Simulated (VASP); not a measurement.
# NbAs (rocksalt type) (Fm-3m) in VASP: a series of runs

Runs on NbAs (rocksalt type). Level: PBE. Tasks: electric field gradients.

Program: VASP 6.6.1. These are calculated values, not measurements. Logs are shortened: lines on timing, memory, paths and dates and some standing lists are left out, and cuts for length are marked.

### Step 1. The cell of the first run

It takes space group Fm-3m (No. 225, cubic). Conventional cell: a = 5.310 Å, b = 5.310 Å, c = 5.310 Å, α = 90.00°, β = 90.00°, γ = 90.00°. Nb (site symmetry m-3m) has 6 As at 2.66 Å within 3.5 Å. Within 3.5 Å of As (site symmetry m-3m) lie 6 Nb at 2.66 Å.

### Step 2. Electric field gradients, PBE (volume scaled by 1.02)

Input file INCAR:

```
SYSTEM = NbAs
ALGO = Normal ; EDIFF = 1E-8
ENCUT = 520 ; GGA = PE
ISIF = 2 ; ISMEAR = -1
LASPH = .TRUE. ; LCHARG = .FALSE.
LEFG = .TRUE. ; LREAL = .FALSE.
LWAVE = .FALSE. ; NBANDS = 16
NELM = 100 ; PREC = Accurate
SIGMA = 0.05
```

Input file KPOINTS:

```
k-points
0
G
  11 11 11
  0 0 0
```

Input file POSCAR:

```
NbAs
1.0
    0.0000000000      2.6550691208      2.6550691208
    2.6550691208      0.0000000000      2.6550691208
    2.6550691208      2.6550691208      0.0000000000
Nb As
1 1
Direct
    0.0000000000      0.0000000000      0.0000000000
    0.5000000000      0.5000000000      0.5000000000
```

Potentials or basis: VASP PAW PBE potentials, release 64 (Nb_sv, As).

Command:

```console
$ cat potpaw_PBE.64/Nb_sv/POTCAR potpaw_PBE.64/As/POTCAR > POTCAR
$ mpirun -np 1 vasp_std > vasp.out
```

OUTCAR:

```text
SYSTEM = NbAs
   EDIFF = 1E-8
   ENCUT = 520
   GGA = PE
   ISIF = 2
   ISMEAR = -1
   LASPH = .TRUE.
   LREAL = .FALSE.
   NELM = 100
   PREC = Accurate

 ion  position               nearest neighbor table
   1  0.000  0.000  0.000-   2 2.66   2 2.66   2 2.66   2 2.66   2 2.66   2 2.66
   2  0.500  0.500  0.500-   1 2.66   1 2.66   1 2.66   1 2.66   1 2.66   1 2.66

  LATTYP: Found a face centered cubic cell.
 ALAT       =     5.3101382416

  Lattice vectors:

 A1 = (   0.0000000000,   2.6550691208,   2.6550691208)
 A2 = (   2.6550691208,   0.0000000000,   2.6550691208)
 A3 = (   2.6550691208,   2.6550691208,   0.0000000000)

Analysis of symmetry for initial positions (statically):
=====================================================================
 Subroutine PRICEL returns:
 Original cell was already a primitive cell.

 Routine SETGRP: Setting up the symmetry group for a
 face centered cubic supercell.

 Subroutine GETGRP returns: Found 48 space group operations
 (whereof 48 operations were pure point group operations)
 out of a pool of 48 trial point group operations.

The static configuration has the point symmetry O_h .

Analysis of symmetry for dynamics (positions and initial velocities):
=====================================================================
 Subroutine PRICEL returns:
 Original cell was already a primitive cell.

 Routine SETGRP: Setting up the symmetry group for a
 face centered cubic supercell.

 Subroutine GETGRP returns: Found 48 space group operations
 (whereof 48 operations were pure point group operations)
 out of a pool of 48 trial point group operations.

The dynamic configuration has the point symmetry O_h .

 Subroutine INISYM returns: Found 48 space group operations
 (whereof 48 operations are pure point group operations),
 and found     1 'primitive' translations

----------------------------------------------------------------------------------------

                                     Primitive cell

  volume of cell :      37.4332

  direct lattice vectors                    reciprocal lattice vectors
     0.000000000  2.655069121  2.655069121    -0.188319014  0.188319014  0.188319014
     2.655069121  0.000000000  2.655069121     0.188319014 -0.188319014  0.188319014
     2.655069121  2.655069121  0.000000000     0.188319014  0.188319014 -0.188319014

  length of vectors
     3.754834760  3.754834760  3.754834760     0.326178101  0.326178101  0.326178101

  position of ions in fractional coordinates (direct lattice)
     0.000000000  0.000000000  0.000000000
     0.500000000  0.500000000  0.500000000

  ion indices of the primitive-cell ions
   primitive index   ion index
                 1           1
                 2           2

----------------------------------------------------------------------------------------

 KPOINTS: k-points

Automatic generation of k-mesh.
 Grid dimensions read from file:
 generate k-points for:   11   11   11

 Generating k-lattice:

  Cartesian coordinates                     Fractional coordinates (reciprocal lattice)
    -0.017119910  0.017119910  0.017119910     0.090909091  0.000000000  0.000000000
     0.017119910 -0.017119910  0.017119910     0.000000000  0.090909091  0.000000000
     0.017119910  0.017119910 -0.017119910     0.000000000  0.000000000  0.090909091

  Length of vectors
     0.029652555  0.029652555  0.029652555

  Shift w.r.t. Gamma in fractional coordinates (k-lattice)
     0.000000000  0.000000000  0.000000000

 Subroutine IBZKPT returns following result:
 ===========================================

 Found     56 irreducible k-points:

 Following reciprocal coordinates:
            Coordinates               Weight
  0.000000  0.000000  0.000000      1.000000
  0.090909  0.000000  0.000000      8.000000
  0.181818  0.000000  0.000000      8.000000
  0.272727  0.000000  0.000000      8.000000
  0.363636  0.000000  0.000000      8.000000
  0.454545  0.000000  0.000000      8.000000
[... 16 lines left out ...]
 -0.272727  0.181818  0.000000     24.000000
 -0.181818  0.181818  0.000000     12.000000
 [... further k-points ...]
   k-points           NKPTS =     56   k-points in BZ     NKDIM =     56   number of bands    NBANDS=     16
   number of dos      NEDOS =    301   number of ions     NIONS =      2
   total plane-waves  NPLWV =  21952
   dimension x,y,z NGX =    28 NGY =   28 NGZ =   28
   dimension x,y,z NGXF=    56 NGYF=   56 NGZF=   56
   ions per type =               1   1
   NGX,Y,Z   is equivalent  to a cutoff of  12.40, 12.40, 12.40 a.u.
   NGXF,Y,Z  is equivalent  to a cutoff of  24.79, 24.79, 24.79 a.u.
 SYSTEM =  NbAs
   PREC   = accura    normal or accurate (medium, high low for compatibility)
   ISTART =      0    job   : 0-new  1-cont  2-samecut
   ICHARG =      2    charge: 1-file 2-atom 10-const
   ISPIN  =      1    spin polarized calculation?
   LNONCOLLINEAR =      F non collinear calculations
   LSORBIT =      F    spin-orbit coupling
   LASPH  =      T    aspherical Exc in radial PAW
   ENCUT  =  520.0 eV  38.22 Ry    6.18 a.u.   6.98  6.98  6.98*2*pi/ulx,y,z
   NELM   =    100;   NELMIN=  2; NELMDL= -5     # of ELM steps
   EDIFF  = 0.1E-07   stopping-criterion for ELM
   LREAL  =      F    real-space projection
   EDIFFG = 0.1E-06   stopping-criterion for IOM
   NSW    =      0    number of steps for IOM
   IBRION =     -1    ionic relax: 0-MD 1-quasi-New 2-CG
   NFREE  =      0    steps in history (QN), initial steepest desc. (CG)
   ISIF   =      2    stress and relaxation
   ISYM   =      2    0-nonsym 1-usesym 2-fastsym
   POTIM  = 0.5000    time-step for ionic-motion
   TEBEG  =    0.0;   TEEND  =   0.0 temperature during run
   PSTRESS=    0.0 pullay stress
   NELECT =      18.0000    total number of electrons
   NUPDOWN=      -1.0000    fix difference up-down
   EMIN   =  10.00;   EMAX   =-10.00  energy-range for DOS
   EFERMI =   0.00;   METHOD = LEGACY
   ISMEAR =    -1;   SIGMA  =   0.05  broadening in eV -4-tet -1-fermi 0-gaus
   EFERMI_NEDOS =   21; number of points for ismear=-14 and -15
   IALGO  =     38    algorithm
   IMIX   =      4    mixing-type and parameters
     AMIX     =   0.40;   BMIX     =  1.00
     AMIX_MAG =   1.60;   BMIX_MAG =  1.00
  volume/ion in A,a.u.               =      18.72       126.31
  Fermi-wavevector in a.u.,A,eV,Ry     =   1.282566  2.423699 22.381263  1.644976
  Thomas-Fermi vector in A             =   2.414870
   LORBIT       =      0    0 simple, 1 ext, 2 COOP (PROOUT), +10 PAW based schemes
   GGA     = PE    functional components
[... 5 lines left out ...]
 non-spin polarized calculation
  energy-cutoff  :      520.00
  volume of cell :       37.43
 maximum number of plane-waves:      1026
   NGX = 13   NGY = 13   NGZ = 13

 number of electron      17.9999999 magnetization

 Free energy of the ion-electron system (eV)
  ---------------------------------------------------
  ext. energy  EPLUGINS =         0.00000000
  ---------------------------------------------------
  free energy    TOTEN  =       -15.36145506 eV

  energy without entropy =      -15.33995973  energy(sigma->0) =      -15.35070740

 E-fermi :   9.4825     XC(G=0): -11.4631

 val. band max:        9.4803042586   @ k =  -0.3636   0.3636   0.1818
 cond. band min:       9.4825747500   @ k =   0.3636   0.2727   0.0909
 fundamental gap:      0.0022704914
 Fermi energy:         9.4825424604

 k-point     1 :       0.0000    0.0000    0.0000
  band No.  band energies     occupation
      1     -46.3844      2.00000
      2     -22.4149      2.00000
      3     -22.4149      2.00000
      4     -22.4149      2.00000
      5      -3.8964      2.00000
      6       7.9949      2.00000
[... 8 lines left out ...]
     15      17.0139      0.00000
     16      22.2008      0.00000

 k-point     2 :       0.0909    0.0000    0.0000
  band No.  band energies     occupation
      1     -46.3836      2.00000
      2     -22.4275      2.00000
      3     -22.4159      2.00000
      4     -22.4159      2.00000
      5      -3.7746      2.00000
      6       7.3733      2.00000
[... 8 lines left out ...]
     15      17.2393      0.00000
     16      21.3226      0.00000
[... 387 lines left out ...]
      5      -2.3247      2.00000
      6       3.8222      2.00000
[... 8 lines left out ...]
     15      17.4444      0.00000
     16      18.2389      0.00000

 k-point    24 :      -0.1818    0.1818    0.0000
  band No.  band energies     occupation
      1     -46.3771      2.00000
      2     -22.4989      2.00000
      3     -22.4481      2.00000
      4     -22.4187      2.00000
      5      -2.7830      2.00000
      6       4.5874      2.00000
[... 8 lines left out ...]
     15      17.4839      0.00000
     16      19.2546      0.00000

 [... further k-points ...]
[... 5 lines left out ...]
  --------------------------------------------------------------------------------------
  -------------------------------------------------------------------------------------
  Total       -0.6308966     -0.6308966     -0.6308966      0.0000000      0.0000000      0.0000000
  in kB      -27.0029550    -27.0029550    -27.0029550      0.0000000      0.0000000      0.0000000
  external PRESSURE =     -27.0029550 kB  Pullay stress =       0.0000000 kB

 VOLUME and BASIS-vectors are now :
 -----------------------------------------------------------------------------
  energy-cutoff  :      520.00
  volume of cell :       37.43
      direct lattice vectors                 reciprocal lattice vectors
     0.000000000  2.655069121  2.655069121    -0.188319014  0.188319014  0.188319014
     2.655069121  0.000000000  2.655069121     0.188319014 -0.188319014  0.188319014
     2.655069121  2.655069121  0.000000000     0.188319014  0.188319014 -0.188319014

 POSITION                                       TOTAL-FORCE (eV/Angst)
 -----------------------------------------------------------------------------------
      0.00000      0.00000      0.00000        -0.000000     -0.000000     -0.000000
      2.65507      2.65507      2.65507         0.000000      0.000000      0.000000
 -----------------------------------------------------------------------------------
    total drift:                               -0.000000      0.000000      0.000000

  FREE ENERGIE OF THE ION-ELECTRON SYSTEM (eV)
  ---------------------------------------------------
  free  energy   TOTEN  =       -15.3614550639 eV

  energy  without entropy=      -15.3399597294  energy(sigma->0) =      -15.35070740

 Electric field gradients (V/A^2)
---------------------------------------------------------------------
 ion       V_xx      V_yy      V_zz      V_xy      V_xz      V_yz
---------------------------------------------------------------------
   1       0.000    -0.000    -0.000    -0.000    -0.000    -0.000
   2       0.000    -0.000     0.000     0.000     0.000     0.000
---------------------------------------------------------------------

 Electric field gradients after diagonalization (V/A^2)
 (convention: |V_zz| > |V_xx| > |V_yy|)
----------------------------------------------------------------------
 ion       V_xx      V_yy      V_zz     asymmetry (V_yy - V_xx)/ V_zz
----------------------------------------------------------------------
   1       0.000     0.000    -0.001       0.000
   2      -0.000    -0.000     0.000       0.000
----------------------------------------------------------------------

           NMR quadrupolar parameters

 Cq : quadrupolar parameter    Cq=e*Q*V_zz/h
 eta: asymmetry parameters     (V_yy - V_xx)/ V_zz
 Q  : nuclear electric quadrupole moment in mb (millibarn)
----------------------------------------------------------------------
 ion       Cq(MHz)       eta       Q (mb)
----------------------------------------------------------------------
   1      -0.000       0.000       1.000
   2       0.000       0.000       1.000
----------------------------------------------------------------------
```

Wall time 28 s (1 thread of Intel Xeon 6975P-C (Granite Rapids), shared host); peak memory 0.18 GiB.

What came out:

| Item | Value |
| --- | --- |
| Free energy | -15.3615 eV |
| Pressure | -2.7 GPa |
| Band gap on the k mesh | zero (band 9 reaches 9.96 eV, above the bottom of band 10 at 8.22 eV) |

Caveat: without QUAD_EFG the Cq values of the log hold for a quadrupole moment of 1 mb, not for the nuclei.

[end of part 1 of 2]
